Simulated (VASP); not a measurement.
# KCl (P4/mmm) in VASP: a series of runs

The runs below take KCl through single point, with LDA.

Everything below comes from runs of VASP 6.6.1. Logs are shortened: lines on timing, memory, paths and dates and some standing lists are left out, and cuts for length are marked.

### 1 The cell of the first run

Symmetry: P4/mmm, No. 123, tetragonal system. Conventional cell: a = 3.743 Å, b = 3.743 Å, c = 3.647 Å, α = 90.00°, β = 90.00°, γ = 90.00°. K (site symmetry 4/mmm) has 8 Cl at 3.21 Å and 6 K at 3.65 to 3.74 Å within 4.2 Å. Cl (site symmetry 4/mmm) has 8 K at 3.21 Å and 6 Cl at 3.65 to 3.74 Å within 4.2 Å.

### 2 Single point, LDA (strain -0.025 along x and y, -0.050 along z)

INCAR reads:

```
SYSTEM = KCl
PREC     = Accurate       ! precision mode
ENCUT    = 520            ! plane-wave cutoff, eV
EDIFF    = 1E-6           ! SCF threshold, eV
ISMEAR   = 0              ! smearing method
SIGMA    = 0.05           ! smearing width, eV
LREAL    = .FALSE.        ! projectors in reciprocal space
LASPH    = .TRUE.         ! aspherical terms in the spheres
NELM     = 60             ! most SCF steps
ALGO     = Normal         ! electronic algorithm
ISIF     = 2              ! what is computed and relaxed
LWAVE    = .FALSE.        ! write WAVECAR
LCHARG   = .TRUE.         ! write CHGCAR
LELF     = .TRUE.         ! ELF
LVHAR    = .TRUE.       
NBANDS   = 15             ! bands
```

KPOINTS reads:

```
regular mesh
0
G
  6 6 6
  0 0 0
```

POSCAR reads:

```
KCl
1.0
    3.7432161000      0.0000000000      0.0000000000
    0.0000000000      3.7432161000      0.0000000000
    0.0000000000      0.0000000000      3.6472362000
K Cl
1 1
Direct
    0.0000000000      0.0000000000      0.0000000000
    0.5000000000      0.5000000000      0.5000000000
```

Potentials or basis: VASP PAW LDA potentials, release 64 (K_sv, Cl).

Command:

```
> cat potpaw_LDA.64/K_sv/POTCAR potpaw_LDA.64/Cl/POTCAR > POTCAR
> mpirun -np 1 vasp_std > vasp.out
```

OUTCAR:

```text
SYSTEM = KCl
   PREC = Accurate
   ENCUT = 520
   EDIFF = 1E-6
   ISMEAR = 0
   LREAL = .FALSE.
   LASPH = .TRUE.
   NELM = 60
   ISIF = 2

 ion  position               nearest neighbor table
   1  0.000  0.000  0.000-   2 3.21   2 3.21   2 3.21   2 3.21   2 3.21   2 3.21   2 3.21   2 3.21

   2  0.500  0.500  0.500-   1 3.21   1 3.21   1 3.21   1 3.21   1 3.21   1 3.21   1 3.21   1 3.21

  LATTYP: Found a simple tetragonal cell.
 ALAT       =     3.7432161000
 C/A-ratio  =     0.9743589744

  Lattice vectors:

 A1 = (   3.7432161000,   0.0000000000,   0.0000000000)
 A2 = (   0.0000000000,   3.7432161000,   0.0000000000)
 A3 = (   0.0000000000,   0.0000000000,   3.6472362000)

Analysis of symmetry for initial positions (statically):
=====================================================================
 Subroutine PRICEL returns:
 Original cell was already a primitive cell.

 Routine SETGRP: Setting up the symmetry group for a
 simple tetragonal supercell.

 Subroutine GETGRP returns: Found 16 space group operations
 (whereof 16 operations were pure point group operations)
 out of a pool of 16 trial point group operations.

The static configuration has the point symmetry D_4h.

Analysis of symmetry for dynamics (positions and initial velocities):
=====================================================================
 Subroutine PRICEL returns:
 Original cell was already a primitive cell.

 Routine SETGRP: Setting up the symmetry group for a
 simple tetragonal supercell.

 Subroutine GETGRP returns: Found 16 space group operations
 (whereof 16 operations were pure point group operations)
 out of a pool of 16 trial point group operations.

The dynamic configuration has the point symmetry D_4h.

 Subroutine INISYM returns: Found 16 space group operations
 (whereof 16 operations are pure point group operations),
 and found     1 'primitive' translations

----------------------------------------------------------------------------------------

                                     Primitive cell

  volume of cell :      51.1039

  direct lattice vectors                    reciprocal lattice vectors
     3.743216100  0.000000000  0.000000000     0.267149952  0.000000000  0.000000000
     0.000000000  3.743216100  0.000000000     0.000000000  0.267149952  0.000000000
     0.000000000  0.000000000  3.647236200     0.000000000  0.000000000  0.274180213

  length of vectors
     3.743216100  3.743216100  3.647236200     0.267149952  0.267149952  0.274180213

  position of ions in fractional coordinates (direct lattice)
     0.000000000  0.000000000  0.000000000
     0.500000000  0.500000000  0.500000000

  ion indices of the primitive-cell ions
   primitive index   ion index
                 1           1
                 2           2

----------------------------------------------------------------------------------------

 KPOINTS: regular mesh

Automatic generation of k-mesh.
 Grid dimensions read from file:
 generate k-points for:    6    6    6

 Generating k-lattice:

  Cartesian coordinates                     Fractional coordinates (reciprocal lattice)
     0.044524992  0.000000000  0.000000000     0.166666667  0.000000000  0.000000000
     0.000000000  0.044524992  0.000000000     0.000000000  0.166666667  0.000000000
     0.000000000  0.000000000  0.045696702     0.000000000  0.000000000  0.166666667

  Length of vectors
     0.044524992  0.044524992  0.045696702

  Shift w.r.t. Gamma in fractional coordinates (k-lattice)
     0.000000000  0.000000000  0.000000000

 Subroutine IBZKPT returns following result:
 ===========================================

 Found     40 irreducible k-points:

 Following reciprocal coordinates:
            Coordinates               Weight
  0.000000  0.000000  0.000000      1.000000
  0.166667  0.000000  0.000000      4.000000
  0.333333  0.000000  0.000000      4.000000
  0.500000  0.000000  0.000000      2.000000
  0.166667  0.166667  0.000000      4.000000
  0.333333  0.166667  0.000000      8.000000
[... 16 lines left out ...]
  0.333333  0.000000  0.333333      8.000000
  0.500000  0.000000  0.333333      4.000000
 [... further k-points ...]
   k-points           NKPTS =     40   k-points in BZ     NKDIM =     40   number of bands    NBANDS=     15
   number of dos      NEDOS =    301   number of ions     NIONS =      2
   total plane-waves  NPLWV =  21952
   dimension x,y,z NGX =    28 NGY =   28 NGZ =   28
   dimension x,y,z NGXF=    56 NGYF=   56 NGZF=   56
   ions per type =               1   1
   NGX,Y,Z   is equivalent  to a cutoff of  12.44, 12.44, 12.76 a.u.
   NGXF,Y,Z  is equivalent  to a cutoff of  24.87, 24.87, 25.53 a.u.
 SYSTEM =  KCl
   PREC   = accura    normal or accurate (medium, high low for compatibility)
   ISTART =      0    job   : 0-new  1-cont  2-samecut
   ICHARG =      2    charge: 1-file 2-atom 10-const
   ISPIN  =      1    spin polarized calculation?
[... 34 lines left out ...]
   LEPSILON=     F    determine dielectric tensor
   LRPA    =     F    only Hartree local field effects (RPA)
 non-spin polarized calculation
 Gauss-broadening in eV      SIGMA  =   0.05
  energy-cutoff  :      520.00
  volume of cell :       51.10
 maximum number of plane-waves:      1394
 NGX is ok and might be reduce to    28
   NGX = 13   NGY = 13   NGZ = 13

 number of electron      15.9999997 magnetization

 Free energy of the ion-electron system (eV)
  ---------------------------------------------------
  ext. energy  EPLUGINS =         0.00000000
  ---------------------------------------------------
  free energy    TOTEN  =        -7.33201826 eV

  energy without entropy =       -7.33201826  energy(sigma->0) =       -7.33201826

 E-fermi :  -0.1431     XC(G=0):  -9.0699

 val. band max:       -0.4390516642   @ k =   0.5000   0.5000   0.0000
 cond. band min:       4.2788903380   @ k =   0.0000   0.0000   0.0000
 fundamental gap:      4.7179420021
 Fermi energy:        -0.1430600394

 k-point     1 :       0.0000    0.0000    0.0000
  band No.  band energies     occupation
      1     -28.0591      2.00000
      2     -13.2208      2.00000
      3     -11.6625      2.00000
      4     -11.6625      2.00000
      5     -11.6384      2.00000
      6      -0.8094      2.00000
      7      -0.8094      2.00000
      8      -0.6508      2.00000
      9       4.2789      0.00000
     10       5.5352      0.00000
     11       5.6642      0.00000
     12      10.0768      0.00000
     13      10.2885      0.00000
     14      10.2885      0.00000
     15      13.2088      0.00000

 k-point     2 :       0.1667    0.0000    0.0000
  band No.  band energies     occupation
      1     -28.0517      2.00000
      2     -13.2770      2.00000
      3     -11.6509      2.00000
      4     -11.6277      2.00000
      5     -11.6178      2.00000
      6      -1.3896      2.00000
      7      -0.8246      2.00000
      8      -0.6603      2.00000
      9       4.9599      0.00000
     10       5.8742      0.00000
     11       6.2048      0.00000
     12      10.0099      0.00000
     13      10.1957      0.00000
     14      10.4285      0.00000
     15      12.1747      0.00000

 k-point     3 :       0.3333    0.0000    0.0000
  band No.  band energies     occupation
      1     -28.0368      2.00000
      2     -13.3914      2.00000
      3     -11.6276      2.00000
      4     -11.6062      2.00000
      5     -11.5172      2.00000
      6      -2.2885      2.00000
      7      -0.8568      2.00000
      8      -0.6809      2.00000
      9       6.2824      0.00000
     10       6.5598      0.00000
     11       7.4737      0.00000
     12      10.0226      0.00000
     13      10.1389      0.00000
     14      10.3827      0.00000
     15      10.7551      0.00000
[... 343 lines left out ...]
 k-point    23 :       0.3333    0.0000    0.3333
  band No.  band energies     occupation
      1     -28.0096      2.00000
      2     -13.1367      2.00000
      3     -11.9101      2.00000
      4     -11.6594      2.00000
      5     -11.5934      2.00000
      6      -1.9662      2.00000
      7      -1.6947      2.00000
      8      -0.6950      2.00000
      9       6.1212      0.00000
     10       6.7680      0.00000
     11       8.5659      0.00000
     12       9.0518      0.00000
     13       9.2363      0.00000
     14       9.7054      0.00000
     15      11.8899      0.00000

 k-point    24 :       0.5000    0.0000    0.3333
  band No.  band energies     occupation
      1     -28.0028      2.00000
      2     -13.0554      2.00000
      3     -11.9210      2.00000
      4     -11.7832      2.00000
      5     -11.5843      2.00000
      6      -2.0921      2.00000
      7      -1.6927      2.00000
      8      -0.6487      2.00000
      9       5.8512      0.00000
     10       6.7295      0.00000
     11       8.5032      0.00000
     12       8.6196      0.00000
     13       9.5003      0.00000
     14      10.7336      0.00000
     15      11.8778      0.00000

 [... further k-points ...]

------------------------ aborting loop because EDIFF is reached ----------------------------------------

  FORCE on cell =-STRESS in cart. coord.  units (eV):
  Direction    XX          YY          ZZ          XY          YZ          ZX
  --------------------------------------------------------------------------------------
  -------------------------------------------------------------------------------------
  Total       -0.5933593     -0.5933593     -0.2020156      0.0000000      0.0000000      0.0000000
  in kB      -18.6026414    -18.6026414     -6.3334716      0.0000000      0.0000000      0.0000000
  external PRESSURE =     -14.5129182 kB  Pullay stress =       0.0000000 kB

 VOLUME and BASIS-vectors are now :
 -----------------------------------------------------------------------------
  energy-cutoff  :      520.00
  volume of cell :       51.10
      direct lattice vectors                 reciprocal lattice vectors
     3.743216100  0.000000000  0.000000000     0.267149952  0.000000000  0.000000000
     0.000000000  3.743216100  0.000000000     0.000000000  0.267149952  0.000000000
     0.000000000  0.000000000  3.647236200     0.000000000  0.000000000  0.274180213

 POSITION                                       TOTAL-FORCE (eV/Angst)
 -----------------------------------------------------------------------------------
      0.00000      0.00000      0.00000         0.000000      0.000000      0.000000
      1.87161      1.87161      1.82362         0.000000      0.000000      0.000000
 -----------------------------------------------------------------------------------
    total drift:                                0.000000      0.000000      0.000000

  FREE ENERGIE OF THE ION-ELECTRON SYSTEM (eV)
  ---------------------------------------------------
  free  energy   TOTEN  =        -7.3320182558 eV

  energy  without entropy=       -7.3320182558  energy(sigma->0) =       -7.33201826
```

It used 31 s of CPU time on 1 thread of AMD EPYC 7R13 Processor (Zen 3), on a shared host.

What came out:

| Quantity | Value |
| --- | --- |
| Free energy | -7.3320 eV |
| Pressure | -1.5 GPa |
| Band gap on the k mesh | 4.72 eV, indirect (least direct gap 4.93 eV) |

Stress tensor (GPa, compression positive):
```
-1.86  0.00  0.00
 0.00 -1.86  0.00
 0.00  0.00 -0.63
```

Levels at points of the mesh, in eV from the valence-band top:
```tsv
k point	band 5	band 6	band 7	band 8	band 9	band 10	band 11	band 12
(0.00, 0.00, 0.00)	-11.20	-0.37	-0.37	-0.21	4.72	5.97	6.10	10.52
(0.50, 0.00, 0.00)	-11.02	-2.23	-0.43	-0.25	7.51	7.73	8.35	9.83
(0.50, 0.50, 0.00)	-11.12	-1.48	-1.48	0.00	5.73	7.16	8.88	8.88
(0.00, 0.00, 0.50)	-11.07	-2.24	-0.40	-0.40	7.59	7.76	8.51	9.78
(0.50, 0.00, 0.50)	-11.13	-1.52	-1.45	-0.13	5.80	6.93	8.56	8.65
(0.50, 0.50, 0.50)	-11.44	-1.76	-1.70	-1.70	8.66	8.66	8.76	9.94
```

Caveat: the cell differs from its parent crystal (strain -0.025 along x and y, -0.050 along z). A k mesh can miss the band edges.

### 3 Single point, LDA (strain +0.000 along x and y, -0.050 along z)

INCAR reads:

```
SYSTEM = KCl
  ALGO = Normal
  EDIFF = 1E-7
  ENCUT = 520
  GGA = CA
  ISIF = 2
  ISMEAR = 0
  LASPH = .True.
  LCHARG = .False.
  LREAL = .False.
  LWAVE = .False.
  NBANDS = 15
  NELM = 60
  PREC = Accurate
  SIGMA = 0.05
```

KPOINTS reads:

```
k-points
0
Gamma
  6 6 6
  0 0 0
```

POSCAR reads:

```
KCl
1.0
    3.8391960000      0.0000000000      0.0000000000
    0.0000000000      3.8391960000      0.0000000000
    0.0000000000      0.0000000000      3.6472362000
K Cl
1 1
Direct
    0.0000000000      0.0000000000      0.0000000000
    0.5000000000      0.5000000000      0.5000000000
```

Potentials or basis: VASP PAW LDA potentials, release 64 (K_sv, Cl).

Command:

```
> cat potpaw_LDA.64/K_sv/POTCAR potpaw_LDA.64/Cl/POTCAR > POTCAR
> mpirun -np 1 vasp_std > vasp.out
```

It used 36 s of CPU time on 1 thread of AMD EPYC 7R13 Processor (Zen 3), with other jobs on the host.

The run converged. Its results:

```yaml
Free_energy: -7.2907 eV
Pressure: -2.4 GPa
Band_gap_on_the_k_mesh: 4.38 eV, indirect (least direct gap 4.57 eV)
```

Stress tensor (GPa, compression positive):
```
-3.17  0.00  0.00
 0.00 -3.17  0.00
 0.00  0.00 -0.88
```

Levels at points of the mesh, in eV from the valence-band top:
```
           k point  band 5  band 6  band 7  band 8  band 9  band 10  band 11  band 12
(0.00, 0.00, 0.00)  -11.37   -0.49   -0.49   -0.19    4.38     5.90     6.15    10.18
(0.50, 0.00, 0.00)  -11.21   -2.16   -0.55   -0.21    7.33     7.36     7.96     9.78
(0.50, 0.50, 0.00)  -11.31   -1.49   -1.49    0.00    5.57     7.15     8.92     8.92
(0.00, 0.00, 0.50)  -11.30   -2.19   -0.48   -0.48    7.42     7.53     8.22     9.66
(0.50, 0.00, 0.50)  -11.33   -1.56   -1.42   -0.24    5.71     6.71     8.32     8.50
(0.50, 0.50, 0.50)  -11.57   -1.74   -1.63   -1.63    8.38     8.38     8.56     9.53
```

Caveat: the cell differs from its parent crystal (strain +0.000 along x and y, -0.050 along z).

### 4 Single point, LDA (strain -0.025 along x and y, +0.000 along z)

INCAR reads:

```
ALGO = Normal
EDIFF = 1E-7
ENCUT = 520
ISIF = 2
ISMEAR = 0
LASPH = T
LCHARG = T
LELF = T
LREAL = F
LVHAR = T
LWAVE = F
NBANDS = 15
NELM = 80
PREC = Accurate
SIGMA = 0.05
```

KPOINTS reads:

```
k-points
0
Gamma
  6 6 6
```

POSCAR reads:

```
KCl
1.0
    3.7432161000      0.0000000000      0.0000000000
    0.0000000000      3.7432161000      0.0000000000
    0.0000000000      0.0000000000      3.8391960000
K Cl
1 1
Direct
    0.0000000000      0.0000000000      0.0000000000
    0.5000000000      0.5000000000      0.5000000000
```

Command:

```
> cat potpaw_LDA.64/K_sv/POTCAR potpaw_LDA.64/Cl/POTCAR > POTCAR
> mpirun -np 1 vasp_std > vasp.out
```

It used 37 s of CPU time on 1 thread of AMD EPYC 7R13 Processor (Zen 3), with other jobs on the host.

It converged, with:

```yaml
Free_energy: -7.3001 eV
Pressure: -2.4 GPa
Band_gap_on_the_k_mesh: 4.53 eV, indirect (least direct gap 4.75 eV)
```

Stress tensor (GPa, compression positive):
```
-2.05  0.00  0.00
 0.00 -2.05  0.00
 0.00  0.00 -3.17
```

Levels at points of the mesh, in eV from the valence-band top:
```tsv
k point	band 4	band 5	band 6	band 7	band 8	band 9	band 10	band 11	band 12	band 13
(0.00, 0.00, 0.00)	-11.24	-11.24	-0.36	-0.21	-0.21	4.53	6.10	6.20	10.51	10.51
(0.50, 0.00, 0.00)	-11.20	-11.11	-2.04	-0.38	-0.22	7.52	7.58	8.22	9.84	10.35
(0.50, 0.50, 0.00)	-11.54	-11.18	-1.35	-1.35	-0.11	5.85	6.85	8.55	8.55	11.33
(0.00, 0.00, 0.50)	-11.21	-11.06	-2.03	-0.25	-0.25	7.52	7.53	8.03	9.87	10.54
(0.50, 0.00, 0.50)	-11.50	-11.18	-1.39	-1.32	0.00	5.78	7.06	8.75	8.84	11.18
(0.50, 0.50, 0.50)	-11.48	-11.43	-1.55	-1.55	-1.50	8.51	8.60	8.60	9.69	9.91
```

Caveat: the cell differs from its parent crystal (strain -0.025 along x and y, +0.000 along z).

### 5 Single point, LDA (strain +0.000 along x and y, -0.025 along z)

INCAR reads:

```
SYSTEM = KCl
ALGO     = Normal         ! electronic algorithm
EDIFF    = 1E-6           ! SCF threshold, eV
ENCUT    = 520            ! plane-wave cutoff, eV
ISIF     = 2              ! what is computed and relaxed
ISMEAR   = 0              ! smearing method
LASPH    = .TRUE.         ! aspherical terms in the spheres
LCHARG   = .FALSE.        ! write CHGCAR
LREAL    = .FALSE.        ! projectors in reciprocal space
LWAVE    = .FALSE.        ! write WAVECAR
NBANDS   = 15             ! bands
NELM     = 100            ! most SCF steps
PREC     = Accurate       ! precision mode
SIGMA    = 0.05           ! smearing width, eV
```

KPOINTS reads:

```
k-points
0
G
  6 6 6
  0 0 0
```

POSCAR reads:

```
KCl
1.0
    3.8391960000      0.0000000000      0.0000000000
    0.0000000000      3.8391960000      0.0000000000
    0.0000000000      0.0000000000      3.7432161000
K Cl
1 1
Direct
    0.0000000000      0.0000000000      0.0000000000
    0.5000000000      0.5000000000      0.5000000000
```

Command:

```
> cat potpaw_LDA.64/K_sv/POTCAR potpaw_LDA.64/Cl/POTCAR > POTCAR
> mpirun -np 1 vasp_std > vasp.out
```

It used 62 s of CPU time on 1 thread of AMD EPYC 7R13 Processor (Zen 3) (shared host).

Results (log left out):

* Free energy: -7.2780 eV
* Pressure: -2.8 GPa
* Band gap on the k mesh: 4.39 eV, indirect (least direct gap 4.59 eV)

Stress tensor (GPa, compression positive):
```
-3.16  0.00  0.00
 0.00 -3.16  0.00
 0.00  0.00 -2.07
```

Levels at points of the mesh, in eV from the valence-band top:
```tsv
k point	band 6	band 7	band 8	band 9	band 10	band 11
(0.00, 0.00, 0.00)	-0.34	-0.34	-0.20	4.39	6.08	6.20
(0.50, 0.00, 0.00)	-2.00	-0.37	-0.22	7.35	7.49	7.93
(0.50, 0.50, 0.00)	-1.36	-1.36	0.00	5.70	7.06	8.82
(0.00, 0.00, 0.50)	-2.01	-0.34	-0.34	7.37	7.57	8.08
(0.50, 0.00, 0.50)	-1.39	-1.32	-0.11	5.77	6.86	8.53
(0.50, 0.50, 0.50)	-1.54	-1.49	-1.49	8.42	8.42	8.50
```

Caveat: the cell differs from its parent crystal (strain +0.000 along x and y, -0.025 along z). A k mesh can miss the band edges.

### 6 Overview

| cell | gap on the mesh (eV) | pressure (GPa) |
| --- | --- | --- |
| a = 3.743, b = 3.743, c = 3.647 Å, 2 atoms | 4.72 | -1.5 |
| a = 3.839, b = 3.839, c = 3.647 Å, 2 atoms | 4.38 | -2.4 |
| a = 3.743, b = 3.743, c = 3.839 Å, 2 atoms | 4.53 | -2.4 |
| a = 3.839, b = 3.839, c = 3.743 Å, 2 atoms | 4.39 | -2.8 |

Alike in all rows: task single point; level LDA; potentials or basis VASP PAW LDA potentials, release 64 (K_sv, Cl); no spin polarisation; k mesh 6 × 6 × 6; cutoff (eV) 520; smearing gaussian 0.05 eV.

Absolute energies hang on the potentials; compare differences alone.
